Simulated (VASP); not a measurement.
# HfGe3 (Pm-3m) in VASP: further runs

The runs below take HfGe3 through single point, with PBE, PBEsol.

Everything below comes from runs of VASP 6.6.1. Logs are shortened: lines on timing, memory, paths and dates and some standing lists are left out, and cuts for length are marked.

**1. The cell of the first run**

It takes space group Pm-3m (No. 221, cubic). The conventional cell has a = 4.189 Å, b = 4.189 Å, c = 4.189 Å, α = 90.00°, β = 90.00°, γ = 90.00°. Within 3.9 Å of Hf (site symmetry m-3m) lie 12 Ge at 2.96 Å. Ge (site symmetry 4/mmm) has 4 Hf at 2.96 Å and 8 Ge at 2.96 Å within 3.9 Å.

**2. Single point, PBE**

INCAR reads:

```
SYSTEM = HfGe3
  PREC = Accurate
  ENCUT = 520
  EDIFF = 1E-7
  ISMEAR = 1
  SIGMA = 0.025
  LREAL = .False.
  LASPH = .True.
  NELM = 100
  ALGO = Normal
  ISIF = 2
  LWAVE = .False.
  LCHARG = .True.
  GGA = PE
  LELF = .True.
  LVHAR = .True.
  NBANDS = 34
```

KPOINTS reads:

```
regular mesh
0
Gamma
  8 8 8
  0 0 0
```

POSCAR reads:

```
HfGe3
1.0
    4.1893899931      0.0000000000      0.0000000000
    0.0000000000      4.1893899931      0.0000000000
    0.0000000000      0.0000000000      4.1893899931
Hf Ge
1 3
Direct
    0.0000000000      0.0000000000      0.0000000000
    0.0000000000      0.5000000000      0.5000000000
    0.5000000000      0.5000000000      0.0000000000
    0.5000000000      0.0000000000      0.5000000000
```

Potentials or basis: VASP PAW PBE potentials, release 64 (Hf_pv, Ge_d).

On the command line:

```console
$ cat potpaw_PBE.64/Hf_pv/POTCAR potpaw_PBE.64/Ge_d/POTCAR > POTCAR
$ mpirun -np 1 vasp_std > vasp.out
```

OUTCAR:

```text
SYSTEM = HfGe3
   PREC = Accurate
   ENCUT = 520
   EDIFF = 1E-7
   ISMEAR = 1
   LREAL = .False.
   LASPH = .True.
   NELM = 100
   ISIF = 2
   GGA = PE

 ion  position               nearest neighbor table
   1  0.000  0.000  0.000-   2 2.96   3 2.96   4 2.96   2 2.96   4 2.96   2 2.96   3 2.96   2 2.96
                             3 2.96   4 2.96   4 2.96   3 2.96
   2  0.000  0.500  0.500-   1 2.96   1 2.96   1 2.96   1 2.96
   3  0.500  0.500  0.000-   1 2.96   1 2.96   1 2.96   1 2.96
   4  0.500  0.000  0.500-   1 2.96   1 2.96   1 2.96   1 2.96

  LATTYP: Found a simple cubic cell.
 ALAT       =     4.1893899931

  Lattice vectors:

 A1 = (   4.1893899931,   0.0000000000,   0.0000000000)
 A2 = (   0.0000000000,   4.1893899931,   0.0000000000)
 A3 = (   0.0000000000,   0.0000000000,   4.1893899931)

Analysis of symmetry for initial positions (statically):
=====================================================================
 Subroutine PRICEL returns:
 Original cell was already a primitive cell.

 Routine SETGRP: Setting up the symmetry group for a
 simple cubic supercell.

 Subroutine GETGRP returns: Found 48 space group operations
 (whereof 48 operations were pure point group operations)
 out of a pool of 48 trial point group operations.

The static configuration has the point symmetry O_h .

Analysis of symmetry for dynamics (positions and initial velocities):
=====================================================================
 Subroutine PRICEL returns:
 Original cell was already a primitive cell.

 Routine SETGRP: Setting up the symmetry group for a
 simple cubic supercell.

 Subroutine GETGRP returns: Found 48 space group operations
 (whereof 48 operations were pure point group operations)
 out of a pool of 48 trial point group operations.

The dynamic configuration has the point symmetry O_h .

 Subroutine INISYM returns: Found 48 space group operations
 (whereof 48 operations are pure point group operations),
 and found     1 'primitive' translations

----------------------------------------------------------------------------------------

                                     Primitive cell

  volume of cell :      73.5279

  direct lattice vectors                    reciprocal lattice vectors
     4.189389993  0.000000000  0.000000000     0.238698236  0.000000000  0.000000000
     0.000000000  4.189389993  0.000000000     0.000000000  0.238698236  0.000000000
     0.000000000  0.000000000  4.189389993     0.000000000  0.000000000  0.238698236

  length of vectors
     4.189389993  4.189389993  4.189389993     0.238698236  0.238698236  0.238698236

  position of ions in fractional coordinates (direct lattice)
     0.000000000  0.000000000  0.000000000
     0.000000000  0.500000000  0.500000000
     0.500000000  0.500000000  0.000000000
     0.500000000  0.000000000  0.500000000

  ion indices of the primitive-cell ions
   primitive index   ion index
                 1           1
                 2           2
                 3           3
                 4           4

----------------------------------------------------------------------------------------

 KPOINTS: regular mesh

Automatic generation of k-mesh.
 Grid dimensions read from file:
 generate k-points for:    8    8    8

 Generating k-lattice:

  Cartesian coordinates                     Fractional coordinates (reciprocal lattice)
     0.029837279  0.000000000  0.000000000     0.125000000  0.000000000  0.000000000
     0.000000000  0.029837279  0.000000000     0.000000000  0.125000000  0.000000000
     0.000000000  0.000000000  0.029837279     0.000000000  0.000000000  0.125000000

  Length of vectors
     0.029837279  0.029837279  0.029837279

  Shift w.r.t. Gamma in fractional coordinates (k-lattice)
     0.000000000  0.000000000  0.000000000

 Subroutine IBZKPT returns following result:
 ===========================================

 Found     35 irreducible k-points:

 Following reciprocal coordinates:
            Coordinates               Weight
  0.000000  0.000000  0.000000      1.000000
  0.125000  0.000000  0.000000      6.000000
  0.250000  0.000000  0.000000      6.000000
  0.375000  0.000000  0.000000      6.000000
  0.500000  0.000000  0.000000      3.000000
  0.125000  0.125000  0.000000     12.000000
[... 16 lines left out ...]
  0.375000  0.375000  0.125000     24.000000
  0.500000  0.375000  0.125000     24.000000
 [... further k-points ...]
   k-points           NKPTS =     35   k-points in BZ     NKDIM =     35   number of bands    NBANDS=     34
   number of dos      NEDOS =    301   number of ions     NIONS =      4
   total plane-waves  NPLWV =  32768
   dimension x,y,z NGX =    32 NGY =   32 NGZ =   32
   dimension x,y,z NGXF=    64 NGYF=   64 NGZF=   64
   ions per type =               1   3
   NGX,Y,Z   is equivalent  to a cutoff of  12.70, 12.70, 12.70 a.u.
   NGXF,Y,Z  is equivalent  to a cutoff of  25.40, 25.40, 25.40 a.u.
 SYSTEM =  HfGe3
   PREC   = accura    normal or accurate (medium, high low for compatibility)
   ISTART =      0    job   : 0-new  1-cont  2-samecut
   ICHARG =      2    charge: 1-file 2-atom 10-const
   ISPIN  =      1    spin polarized calculation?
   LNONCOLLINEAR =      F non collinear calculations
   LSORBIT =      F    spin-orbit coupling
   LASPH  =      T    aspherical Exc in radial PAW
   ENCUT  =  520.0 eV  38.22 Ry    6.18 a.u.   7.79  7.79  7.79*2*pi/ulx,y,z
   NELM   =    100;   NELMIN=  2; NELMDL= -5     # of ELM steps
   EDIFF  = 0.1E-06   stopping-criterion for ELM
   LREAL  =      F    real-space projection
   EDIFFG = 0.1E-05   stopping-criterion for IOM
   NSW    =      0    number of steps for IOM
   IBRION =     -1    ionic relax: 0-MD 1-quasi-New 2-CG
   NFREE  =      0    steps in history (QN), initial steepest desc. (CG)
   ISIF   =      2    stress and relaxation
   ISYM   =      2    0-nonsym 1-usesym 2-fastsym
   POTIM  = 0.5000    time-step for ionic-motion
   TEBEG  =    0.0;   TEEND  =   0.0 temperature during run
   PSTRESS=    0.0 pullay stress
   NELECT =      52.0000    total number of electrons
   NUPDOWN=      -1.0000    fix difference up-down
   EMIN   =  10.00;   EMAX   =-10.00  energy-range for DOS
   EFERMI =   0.00;   METHOD = LEGACY
   ISMEAR =     1;   SIGMA  =   0.03  broadening in eV -4-tet -1-fermi 0-gaus
   EFERMI_NEDOS =   21; number of points for ismear=-14 and -15
   IALGO  =     38    algorithm
   IMIX   =      4    mixing-type and parameters
     AMIX     =   0.40;   BMIX     =  1.00
     AMIX_MAG =   1.60;   BMIX_MAG =  1.00
  volume/ion in A,a.u.               =      18.38       124.05
  Fermi-wavevector in a.u.,A,eV,Ry     =   1.458563  2.756284 28.945111  2.127406
  Thomas-Fermi vector in A             =   2.575233
   LORBIT       =      0    0 simple, 1 ext, 2 COOP (PROOUT), +10 PAW based schemes
   GGA     = PE    functional components
   LHFCALC =     F    Hartree Fock is set to
   AEXX    =    0.0000 exact exchange contribution
   IVDW    =     0    specifies the selected vdW correction
   LEPSILON=     F    determine dielectric tensor
   LRPA    =     F    only Hartree local field effects (RPA)
 non-spin polarized calculation
 Methfessel and Paxton  Order N= 1 SIGMA  =   0.03
  energy-cutoff  :      520.00
  volume of cell :       73.53
 maximum number of plane-waves:      2000
 NGX is ok and might be reduce to    32
   NGX = 15   NGY = 15   NGZ = 15

 number of electron      52.0000079 magnetization

 Free energy of the ion-electron system (eV)
  ---------------------------------------------------
  ext. energy  EPLUGINS =         0.00000000
  ---------------------------------------------------
  free energy    TOTEN  =       -23.66321638 eV

  energy without entropy =      -23.66307314  energy(sigma->0) =      -23.66316863

 E-fermi :   7.4523     XC(G=0): -11.6452

 val. band max:        7.4030977234   @ k =   0.1250   0.0000   0.0000
 cond. band min:       7.4609344055   @ k =   0.5000   0.1250   0.1250
 fundamental gap:      0.0578366821
 Fermi energy:         7.4523019144

 k-point     1 :       0.0000    0.0000    0.0000
  band No.  band energies     occupation
      1     -24.3780      2.00000
      2     -24.3780      2.00000
      3     -24.3780      2.00000
      4     -17.5400      2.00000
      5     -17.5266      2.00000
      6     -17.5266      2.00000
[... 26 lines left out ...]
     33       9.3656      0.00000
     34      12.7539      0.00000

 k-point     2 :       0.1250    0.0000    0.0000
  band No.  band energies     occupation
      1     -24.3824      2.00000
      2     -24.3780      2.00000
      3     -24.3780      2.00000
      4     -17.5359      2.00000
      5     -17.5259      2.00000
      6     -17.5209      2.00000
[... 26 lines left out ...]
     33      10.9145      0.00000
     34      12.0314      0.00000

 k-point     3 :       0.2500    0.0000    0.0000
  band No.  band energies     occupation
      1     -24.3930      2.00000
      2     -24.3780      2.00000
      3     -24.3780      2.00000
      4     -17.5249      2.00000
      5     -17.5242      2.00000
      6     -17.5043      2.00000
[... 26 lines left out ...]
     33      10.8087      0.00000
     34      12.0271      0.00000
[... 704 lines left out ...]
 k-point    23 :       0.3750    0.3750    0.1250
  band No.  band energies     occupation
      1     -24.4001      2.00000
      2     -24.3990      2.00000
      3     -24.3809      2.00000
      4     -17.5001      2.00000
      5     -17.4828      2.00000
      6     -17.4784      2.00000
[... 26 lines left out ...]
     33      12.2569      0.00000
     34      12.7719      0.00000

 k-point    24 :       0.5000    0.3750    0.1250
  band No.  band energies     occupation
      1     -24.4032      2.00000
      2     -24.3989      2.00000
      3     -24.3807      2.00000
      4     -17.4935      2.00000
      5     -17.4847      2.00000
      6     -17.4784      2.00000
[... 26 lines left out ...]
     33      12.6762      0.00000
     34      13.5647      0.00000

 [... further k-points ...]

------------------------ aborting loop because EDIFF is reached ----------------------------------------

  FORCE on cell =-STRESS in cart. coord.  units (eV):
  Direction    XX          YY          ZZ          XY          YZ          ZX
  --------------------------------------------------------------------------------------
  -------------------------------------------------------------------------------------
  Total       -0.1377220     -0.1377220     -0.1377220      0.0000000     -0.0000000      0.0000000
  in kB       -3.0009691     -3.0009691     -3.0009691      0.0000000     -0.0000000      0.0000000
  external PRESSURE =      -3.0009691 kB  Pullay stress =       0.0000000 kB

 VOLUME and BASIS-vectors are now :
 -----------------------------------------------------------------------------
  energy-cutoff  :      520.00
  volume of cell :       73.53
      direct lattice vectors                 reciprocal lattice vectors
     4.189389993  0.000000000  0.000000000     0.238698236  0.000000000  0.000000000
     0.000000000  4.189389993  0.000000000     0.000000000  0.238698236  0.000000000
     0.000000000  0.000000000  4.189389993     0.000000000  0.000000000  0.238698236

 POSITION                                       TOTAL-FORCE (eV/Angst)
 -----------------------------------------------------------------------------------
      0.00000      0.00000      0.00000         0.000000      0.000000      0.000000
      0.00000      2.09469      2.09469         0.000000      0.000000      0.000000
      2.09469      2.09469      0.00000         0.000000      0.000000      0.000000
      2.09469      0.00000      2.09469         0.000000      0.000000      0.000000
 -----------------------------------------------------------------------------------
    total drift:                                0.000000     -0.000000     -0.000000

  FREE ENERGIE OF THE ION-ELECTRON SYSTEM (eV)
  ---------------------------------------------------
  free  energy   TOTEN  =       -23.6632163801 eV

  energy  without entropy=      -23.6630731374  energy(sigma->0) =      -23.66316863
```

It took 59 s on 1 thread of Intel Xeon 6975P-C (Granite Rapids), shared host; peak memory 0.21 GiB.

Results:

- Free energy: -23.6632 eV
- Pressure: -0.3 GPa
- Band gap on the k mesh: zero (bands 26 and 27 overlap by 1.60 eV)

Caveat: spin-orbit coupling is left out, which moves the levels of the heavy elements.

**3. Single point, PBEsol**

INCAR reads:

```
PREC     = Accurate       # precision mode
ENCUT    = 520            # plane-wave cutoff, eV
EDIFF    = 1E-6           # SCF threshold, eV
ISMEAR   = 0              # smearing method
SIGMA    = 0.05           # smearing width, eV
LREAL    = False          # projectors in reciprocal space
LASPH    = True           # aspherical terms in the spheres
NELM     = 100            # most SCF steps
ALGO     = Normal         # electronic algorithm
ISIF     = 2              # what is computed and relaxed
LWAVE    = False          # write WAVECAR
LCHARG   = True           # write CHGCAR
GGA      = PS             # functional
LELF     = True           # ELF
LVHAR    = True         
NBANDS   = 34             # bands
```

KPOINTS reads:

```
Automatic mesh
0
Gamma
  8 8 8
```

POSCAR is that of step 2.

Potentials or basis: VASP PAW PBE potentials, release 64 (Hf_pv, Ge_d).

On the command line:

```console
$ cat potpaw_PBE.64/Hf_pv/POTCAR potpaw_PBE.64/Ge_d/POTCAR > POTCAR
$ mpirun -np 1 vasp_std > vasp.out
```

It took 57 s on 1 thread of Intel Xeon 6975P-C (Granite Rapids), shared host; peak memory 0.21 GiB.

Results (log left out):

| Quantity | Value |
| --- | --- |
| Free energy | -25.7741 eV |
| Pressure | -4.6 GPa |
| Band gap on the k mesh | zero (bands 26 and 27 overlap by 1.58 eV) |

Levels at points of the mesh, in eV from the Fermi level:
```
           k point  band 23  band 24  band 25  band 26  band 27  band 28  band 29  band 30
(0.00, 0.00, 0.00)    -3.89    -3.89     0.40     0.40     0.40     0.49     1.40     1.40
(0.50, 0.00, 0.00)    -3.81    -3.26    -0.82    -0.82    -0.78     0.33     0.63     1.92
(0.50, 0.50, 0.00)    -2.59    -2.59    -1.22    -0.47     0.25     0.25     0.80     1.22
(0.50, 0.50, 0.50)    -4.73    -4.73    -4.73    -0.72     1.77     1.77     2.91     2.91
```

Caveat: the cell stands under tension; the PAW data sets were made with another functional, which shifts forces and pressure a little; spin-orbit coupling is left out, which moves the levels of the heavy elements.

The gap in the log of VASP goes by the Fermi energy; the results here count the filled bands.